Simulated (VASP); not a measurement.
# ScSn3Se (Pm-3m) in VASP: single point with PBE

Aim: the single point of ScSn3Se with PBE.

Everything below comes from runs of VASP 6.6.1. Logs are shortened: lines on timing, memory, paths and dates and some standing lists are left out, and cuts for length are marked.

### Step 1. The cell of the first run

It takes space group Pm-3m (No. 221, cubic). Conventional cell: a = 5.547 Å, b = 5.547 Å, c = 5.547 Å, α = 90.00°, β = 90.00°, γ = 90.00°. Sc (site symmetry m-3m) has 6 Sn at 2.77 Å within 3.7 Å. Within 3.7 Å of Sn (site symmetry 4/mmm) lie 2 Sc at 2.77 Å. Se (site symmetry m-3m) has 12 Sn at 3.92 Å and 8 Sc at 4.80 Å within 5.1 Å.

The cell was built from a structure type or drawn by symmetry, and may not be a known phase.

### Step 2. Single point, PBE, collinear spin

The input, INCAR:

```
SYSTEM = ScSn3Se
PREC     = Accurate       ! precision mode
ENCUT    = 520            ! plane-wave cutoff, eV
EDIFF    = 1E-7           ! SCF threshold, eV
ISMEAR   = 0              ! smearing method
SIGMA    = 0.1            ! smearing width, eV
LREAL    = .False.        ! projectors in reciprocal space
LASPH    = .True.         ! aspherical terms in the spheres
NELM     = 150            ! most SCF steps
ALGO     = Normal         ! electronic algorithm
ISIF     = 2              ! what is computed and relaxed
LWAVE    = .False.        ! write WAVECAR
LCHARG   = .True.         ! write CHGCAR
ISPIN    = 2              ! spin polarisation
MAGMOM   = 1 0 0 0 0      ! initial moments
LORBIT   = 11             ! projections on sites
LMAXMIX  = 4              ! l up to which the mixer works
GGA      = PE             ! functional
LELF     = .True.         ! ELF
LVHAR    = .True.       
NBANDS   = 42             ! bands
```

The input, KPOINTS:

```
Automatic mesh
0
Gamma
  4 4 4
  0 0 0
```

The input, POSCAR:

```
ScSn3Se
1.0
    5.5467907374      0.0000000000      0.0000000000
    0.0000000000      5.5467907374      0.0000000000
    0.0000000000      0.0000000000      5.5467907374
Sc Sn Se
1 3 1
Direct
    0.5000000000      0.5000000000      0.5000000000
    0.0000000000      0.5000000000      0.5000000000
    0.5000000000      0.0000000000      0.5000000000
    0.5000000000      0.5000000000      0.0000000000
    0.0000000000      0.0000000000      0.0000000000
```

Potentials or basis: VASP PAW PBE potentials, release 64 (Sc_sv, Sn_d, Se).

Started as:

```console
$ cat potpaw_PBE.64/Sc_sv/POTCAR potpaw_PBE.64/Sn_d/POTCAR potpaw_PBE.64/Se/POTCAR > POTCAR
$ mpirun -np 1 vasp_std > vasp.out
```

OUTCAR:

```text
SYSTEM = ScSn3Se
   PREC = Accurate
   ENCUT = 520
   EDIFF = 1E-7
   ISMEAR = 0
   LREAL = .False.
   LASPH = .True.
   NELM = 150
   ISIF = 2
   ISPIN = 2
   LORBIT = 11
   GGA = PE

 ion  position               nearest neighbor table
   1  0.500  0.500  0.500-   2 2.77   3 2.77   4 2.77   4 2.77   3 2.77   2 2.77
   2  0.000  0.500  0.500-   1 2.77   1 2.77
   3  0.500  0.000  0.500-   1 2.77   1 2.77
   4  0.500  0.500  0.000-   1 2.77   1 2.77
   5  0.000  0.000  0.000-

  LATTYP: Found a simple cubic cell.
 ALAT       =     5.5467907374

  Lattice vectors:

 A1 = (   5.5467907374,   0.0000000000,   0.0000000000)
 A2 = (   0.0000000000,   5.5467907374,   0.0000000000)
 A3 = (   0.0000000000,   0.0000000000,   5.5467907374)

Analysis of symmetry for initial positions (statically):
=====================================================================
 Subroutine PRICEL returns:
 Original cell was already a primitive cell.

 Routine SETGRP: Setting up the symmetry group for a
 simple cubic supercell.

 Subroutine GETGRP returns: Found 48 space group operations
 (whereof 48 operations were pure point group operations)
 out of a pool of 48 trial point group operations.

The static configuration has the point symmetry O_h .

Analysis of symmetry for dynamics (positions and initial velocities):
=====================================================================
 Subroutine PRICEL returns:
 Original cell was already a primitive cell.

 Routine SETGRP: Setting up the symmetry group for a
 simple cubic supercell.

 Subroutine GETGRP returns: Found 48 space group operations
 (whereof 48 operations were pure point group operations)
 out of a pool of 48 trial point group operations.

The dynamic configuration has the point symmetry O_h .

Analysis of structural, dynamic, and magnetic symmetry:
=====================================================================
 Subroutine PRICEL returns:
 Original cell was already a primitive cell.

 Routine SETGRP: Setting up the symmetry group for a
 simple cubic supercell.

 Subroutine GETGRP returns: Found 48 space group operations
 (whereof 48 operations were pure point group operations)
 out of a pool of 48 trial point group operations.

The overall configuration has the point symmetry O_h .

 Subroutine INISYM returns: Found 48 space group operations
 (whereof 48 operations are pure point group operations),
 and found     1 'primitive' translations

----------------------------------------------------------------------------------------

                                     Primitive cell

  volume of cell :     170.6575

  direct lattice vectors                    reciprocal lattice vectors
     5.546790737  0.000000000  0.000000000     0.180284429  0.000000000  0.000000000
     0.000000000  5.546790737  0.000000000     0.000000000  0.180284429  0.000000000
     0.000000000  0.000000000  5.546790737     0.000000000  0.000000000  0.180284429

  length of vectors
     5.546790737  5.546790737  5.546790737     0.180284429  0.180284429  0.180284429

  position of ions in fractional coordinates (direct lattice)
     0.500000000  0.500000000  0.500000000
     0.000000000  0.500000000  0.500000000
     0.500000000  0.000000000  0.500000000
     0.500000000  0.500000000  0.000000000
     0.000000000  0.000000000  0.000000000

  ion indices of the primitive-cell ions
   primitive index   ion index
                 1           1
                 2           2
                 3           3
                 4           4
                 5           5

----------------------------------------------------------------------------------------

 KPOINTS: Automatic mesh

Automatic generation of k-mesh.
 Grid dimensions read from file:
 generate k-points for:    4    4    4

 Generating k-lattice:

  Cartesian coordinates                     Fractional coordinates (reciprocal lattice)
     0.045071107  0.000000000  0.000000000     0.250000000  0.000000000  0.000000000
     0.000000000  0.045071107  0.000000000     0.000000000  0.250000000  0.000000000
     0.000000000  0.000000000  0.045071107     0.000000000  0.000000000  0.250000000

  Length of vectors
     0.045071107  0.045071107  0.045071107

  Shift w.r.t. Gamma in fractional coordinates (k-lattice)
     0.000000000  0.000000000  0.000000000

 Subroutine IBZKPT returns following result:
 ===========================================

 Found     10 irreducible k-points:

 Following reciprocal coordinates:
            Coordinates               Weight
  0.000000  0.000000  0.000000      1.000000
  0.250000  0.000000  0.000000      6.000000
  0.500000  0.000000  0.000000      3.000000
  0.250000  0.250000  0.000000     12.000000
  0.500000  0.250000  0.000000     12.000000
  0.500000  0.500000  0.000000      3.000000
  0.250000  0.250000  0.250000      8.000000
  0.500000  0.250000  0.250000     12.000000
  0.500000  0.500000  0.250000      6.000000
  0.500000  0.500000  0.500000      1.000000
   k-points           NKPTS =     10   k-points in BZ     NKDIM =     10   number of bands    NBANDS=     42
   number of dos      NEDOS =    301   number of ions     NIONS =      5
   total plane-waves  NPLWV =  74088
   dimension x,y,z NGX =    42 NGY =   42 NGZ =   42
   dimension x,y,z NGXF=    84 NGYF=   84 NGZF=   84
   ions per type =               1   3   1
   NGX,Y,Z   is equivalent  to a cutoff of  12.59, 12.59, 12.59 a.u.
   NGXF,Y,Z  is equivalent  to a cutoff of  25.18, 25.18, 25.18 a.u.
 SYSTEM =  ScSn3Se
   PREC   = accura    normal or accurate (medium, high low for compatibility)
   ISTART =      0    job   : 0-new  1-cont  2-samecut
   ICHARG =      2    charge: 1-file 2-atom 10-const
   ISPIN  =      2    spin polarized calculation?
   LNONCOLLINEAR =      F non collinear calculations
   LSORBIT =      F    spin-orbit coupling
   LASPH  =      T    aspherical Exc in radial PAW
   ENCUT  =  520.0 eV  38.22 Ry    6.18 a.u.  10.31 10.31 10.31*2*pi/ulx,y,z
   NELM   =    150;   NELMIN=  2; NELMDL= -5     # of ELM steps
   EDIFF  = 0.1E-06   stopping-criterion for ELM
   LREAL  =      F    real-space projection
   EDIFFG = 0.1E-05   stopping-criterion for IOM
   NSW    =      0    number of steps for IOM
   IBRION =     -1    ionic relax: 0-MD 1-quasi-New 2-CG
   NFREE  =      0    steps in history (QN), initial steepest desc. (CG)
   ISIF   =      2    stress and relaxation
   ISYM   =      2    0-nonsym 1-usesym 2-fastsym
   POTIM  = 0.5000    time-step for ionic-motion
   TEBEG  =    0.0;   TEEND  =   0.0 temperature during run
   PSTRESS=    0.0 pullay stress
   NELECT =      59.0000    total number of electrons
   NUPDOWN=      -1.0000    fix difference up-down
   EMIN   =  10.00;   EMAX   =-10.00  energy-range for DOS
   EFERMI =   0.00;   METHOD = LEGACY
   ISMEAR =     0;   SIGMA  =   0.10  broadening in eV -4-tet -1-fermi 0-gaus
   EFERMI_NEDOS =   21; number of points for ismear=-14 and -15
   IALGO  =     38    algorithm
   IMIX   =      4    mixing-type and parameters
     AMIX     =   0.40;   BMIX     =  1.00
     AMIX_MAG =   1.60;   BMIX_MAG =  1.00
  volume/ion in A,a.u.               =      34.13       230.33
  Fermi-wavevector in a.u.,A,eV,Ry     =   1.148992  2.171280 17.962179  1.320183
  Thomas-Fermi vector in A             =   2.285664
   LORBIT       =     11    0 simple, 1 ext, 2 COOP (PROOUT), +10 PAW based schemes
   GGA     = PE    functional components
   LHFCALC =     F    Hartree Fock is set to
   AEXX    =    0.0000 exact exchange contribution
   IVDW    =     0    specifies the selected vdW correction
   LEPSILON=     F    determine dielectric tensor
   LRPA    =     F    only Hartree local field effects (RPA)
 spin polarized calculation
 Gauss-broadening in eV      SIGMA  =   0.10
  energy-cutoff  :      520.00
  volume of cell :      170.66
 maximum number of plane-waves:      4636
 NGX is ok and might be reduce to    42
   NGX = 21   NGY = 21   NGZ = 21

 number of electron      59.0000014 magnetization       0.0006155

 number of electron      59.0000014 magnetization      -0.0000352

 Free energy of the ion-electron system (eV)
  ---------------------------------------------------
  ext. energy  EPLUGINS =         0.00000000
  ---------------------------------------------------
  free energy    TOTEN  =       -19.03957034 eV

  energy without entropy =      -19.00446187  energy(sigma->0) =      -19.02201610

 E-fermi :   3.3411     XC(G=0):  -8.7665

 val. band max:        3.3228527202   @ k =   0.2500   0.2500   0.0000
 cond. band min:       3.3666000918   @ k =   0.0000   0.0000   0.0000
 fundamental gap:      0.0437473715
 Fermi energy:         3.3411151181

 spin component 1

 k-point     1 :       0.0000    0.0000    0.0000
  band No.  band energies     occupation
      1     -45.0925      1.00000
      2     -23.8208      1.00000
      3     -23.8208      1.00000
      4     -23.8208      1.00000
      5     -17.8484      1.00000
      6     -17.8484      1.00000
[... 33 lines left out ...]
     40       7.1337      0.00000
     41       7.9983      0.00000

 k-point     2 :       0.2500    0.0000    0.0000
  band No.  band energies     occupation
      1     -45.0923      1.00000
      2     -23.8309      1.00000
      3     -23.8211      1.00000
      4     -23.8211      1.00000
      5     -17.8482      1.00000
      6     -17.8452      1.00000
[... 341 lines left out ...]
     40       9.8176      0.00000
     41      10.9043      0.00000

 k-point    10 :       0.5000    0.5000    0.5000
  band No.  band energies     occupation
      1     -45.0917      1.00000
      2     -23.8424      1.00000
      3     -23.8424      1.00000
      4     -23.8424      1.00000
      5     -17.8439      1.00000
      6     -17.8410      1.00000
[... 33 lines left out ...]
     40      10.3613      0.00000
     41      10.3613      0.00000
 Fermi energy:         3.3411151181

 spin component 2

 k-point     1 :       0.0000    0.0000    0.0000
  band No.  band energies     occupation
      1     -45.0925      1.00000
      2     -23.8208      1.00000
      3     -23.8208      1.00000
      4     -23.8208      1.00000
      5     -17.8484      1.00000
      6     -17.8484      1.00000
[... 33 lines left out ...]
     40       7.1337      0.00000
     41       7.9983      0.00000

 k-point     2 :       0.2500    0.0000    0.0000
  band No.  band energies     occupation
      1     -45.0924      1.00000
      2     -23.8309      1.00000
      3     -23.8211      1.00000
      4     -23.8211      1.00000
      5     -17.8482      1.00000
      6     -17.8452      1.00000
[... 341 lines left out ...]
     40       9.8176      0.00000
     41      10.9043      0.00000

 k-point    10 :       0.5000    0.5000    0.5000
  band No.  band energies     occupation
      1     -45.0917      1.00000
      2     -23.8424      1.00000
      3     -23.8424      1.00000
      4     -23.8424      1.00000
      5     -17.8439      1.00000
      6     -17.8410      1.00000
[... 33 lines left out ...]
     40      10.3613      0.00000
     41      10.3613      0.00000
 [bands above 41 left out]

------------------------ aborting loop because EDIFF is reached ----------------------------------------

  FORCE on cell =-STRESS in cart. coord.  units (eV):
  Direction    XX          YY          ZZ          XY          YZ          ZX
  --------------------------------------------------------------------------------------
  -------------------------------------------------------------------------------------
  Total        0.2222577      0.2222577      0.2222577     -0.0000000     -0.0000000      0.0000000
  in kB        2.0866141      2.0866141      2.0866141     -0.0000000     -0.0000000      0.0000000
  external PRESSURE =       2.0866141 kB  Pullay stress =       0.0000000 kB

 VOLUME and BASIS-vectors are now :
 -----------------------------------------------------------------------------
  energy-cutoff  :      520.00
  volume of cell :      170.66
      direct lattice vectors                 reciprocal lattice vectors
     5.546790737  0.000000000  0.000000000     0.180284429  0.000000000  0.000000000
     0.000000000  5.546790737  0.000000000     0.000000000  0.180284429  0.000000000
     0.000000000  0.000000000  5.546790737     0.000000000  0.000000000  0.180284429

 POSITION                                       TOTAL-FORCE (eV/Angst)
 -----------------------------------------------------------------------------------
      2.77340      2.77340      2.77340         0.000000      0.000000      0.000000
      0.00000      2.77340      2.77340         0.000000      0.000000      0.000000
      2.77340      0.00000      2.77340         0.000000      0.000000      0.000000
      2.77340      2.77340      0.00000         0.000000      0.000000      0.000000
      0.00000      0.00000      0.00000         0.000000      0.000000      0.000000
 -----------------------------------------------------------------------------------
    total drift:                                0.000000     -0.000000     -0.000000

  FREE ENERGIE OF THE ION-ELECTRON SYSTEM (eV)
  ---------------------------------------------------
  free  energy   TOTEN  =       -19.0395703367 eV

  energy  without entropy=      -19.0044618679  energy(sigma->0) =      -19.02201610

 total charge

# of ion       s       p       d       tot
------------------------------------------
    1        2.244   6.200   1.223   9.668
    2        1.300   0.918   9.938  12.155
    3        1.300   0.918   9.938  12.155
    4        1.300   0.918   9.938  12.155
    5        1.498   2.118   0.005   3.620
--------------------------------------------------
tot          7.641  11.071  31.041  49.754

 magnetization (x)

# of ion       s       p       d       tot
------------------------------------------
    1        0.000  -0.000  -0.000  -0.000
    2        0.000  -0.000  -0.000  -0.000
    3        0.000  -0.000  -0.000  -0.000
    4        0.000  -0.000  -0.000  -0.000
    5        0.000  -0.000   0.000  -0.000
--------------------------------------------------
tot          0.000  -0.000  -0.000  -0.000
```

Run time: 2.1 min. Hardware: 1 thread of Intel Xeon Platinum 8488C (Sapphire Rapids), shared host; peak memory 0.37 GiB.

Results:

- Free energy: -19.0396 eV
- Pressure: 0.2 GPa
- Net moment: 0.00 μB per cell
- Valence electrons inside the program's atomic spheres: Sc 9.67; Sn 12.15; Se 3.62

Levels at points of the mesh, in eV from the Fermi level:
Spin up:
```tsv
k point	band 25	band 26	band 27	band 28	band 29	band 30	band 31	band 32	band 33	band 34
(0.00, 0.00, 0.00)	-2.21	-2.21	0.03	0.03	0.03	1.88	1.88	1.88	1.90	1.90
(0.50, 0.00, 0.00)	-1.58	-0.97	-0.84	-0.84	-0.84	0.74	0.74	0.89	0.92	1.94
(0.50, 0.50, 0.00)	-1.56	-1.34	-1.34	-1.12	-0.16	-0.07	-0.07	0.07	2.04	2.04
(0.50, 0.50, 0.50)	-2.77	-2.77	-2.77	-0.14	-0.14	0.60	0.60	0.60	3.98	3.98
```
Spin down:
```tsv
k point	band 27	band 28	band 29	band 30	band 31	band 32
(0.00, 0.00, 0.00)	0.03	0.03	0.03	1.88	1.88	1.88
(0.50, 0.00, 0.00)	-0.84	-0.84	-0.84	0.74	0.74	0.89
(0.50, 0.50, 0.00)	-1.34	-1.12	-0.16	-0.07	-0.07	0.07
(0.50, 0.50, 0.50)	-2.77	-0.14	-0.14	0.60	0.60	0.60
```

Caveat: spin-orbit coupling is left out, which moves the levels of the heavy elements.
